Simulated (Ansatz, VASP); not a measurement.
## Two plane-wave programs on Hf

File INCAR:

```
SYSTEM = Hf
  PREC = Accurate
  ENCUT = 520
  EDIFF = 1E-6
  ISMEAR = 0
  SIGMA = 0.15
  LREAL = .FALSE.
  LASPH = .TRUE.
  NELM = 80
  ALGO = Fast
  ISIF = 2
  LWAVE = .FALSE.
  LCHARG = .FALSE.
  GGA = PS
  NBANDS = 17
```

File KPOINTS:

```
Automatic mesh
0
G
  18 18 10
  0 0 0
```

File POSCAR:

```
Hf
1.0
    3.1966985242      0.0000000000      0.0000000000
   -1.5983492621      2.6300010237      0.0000000000
    0.0000000000      0.0000000000      5.0578000000
Hf
2
Direct
    0.3333333333      0.6666666667      0.2500000000
    0.6666666667      0.3333333333      0.7500000000
```

Input for Ansatz:

```yaml
crystal:
  lattice:
    - [3.1966985242, 0.0, 0.0]
    - [-1.5983492621, 2.6300010237, 0.0]
    - [0.0, 0.0, 5.0578]
  atoms:
    - { symbol: Hf, position: [0.3333333333, 0.6666666667, 0.25] }
    - { symbol: Hf, position: [0.6666666667, 0.3333333333, 0.75] }
basis:
  ecutwfc: 420
kpoints:
  mp_grid: { grid: [18, 18, 10] }
hamiltonian:
  xc: pbesol
scf:
  occupations: { method: gaussian, width: 0.15 }
output:
  forces: true
  stress: true
  eigenvalues: true
```

Change from the starting cell: strain -0.0500 x Voigt [0, 1, 0, 0, 0, 0], atoms carried along.

Alike in both runs: task single point; functional PBEsol; k mesh 18 × 18 × 10; occupations gaussian, width 0.15 eV; no spin polarisation.

```csv
,VASP,Ansatz
version,VASP 6.6.1,Ansatz 0.2.0
potentials or method,"VASP PAW PBE potentials, release 64 (Hf_pv), cutoff 520 eV","scalar-relativistic, plane waves, PAW"
valence electrons in the cell,20,52
```

Ansatz gave:

| Property | Result |
| --- | --- |
| gap on the k mesh at the Fermi level (eV) | none |
| pressure (GPa) | 1.8 |
| traceless stress, the component that is largest in VASP (GPa) | 4.73 |
| rms of the force components (eV/Å) | 0.076 |

Problem. What did VASP give for the same quantities?

Solution. gap on the k mesh at the Fermi level (eV): none; pressure (GPa): 1.5; traceless stress, the component that is largest in VASP (GPa): 4.77; rms of the force components (eV/Å): 0.075.

VASP's potentials were made for PBE, not for PBEsol. Atom by atom the forces differ by 0.001 eV/Å (rms over components). A gap of «none» marks a metal or a gap that the smearing closes. With one functional, cell and mesh, what is left measures potentials, basis and numerics. VASP's potentials hold 20 valence electrons a cell and Ansatz's 52, so a difference there can come from the potentials and not from the codes.

Spin-orbit coupling is off throughout.
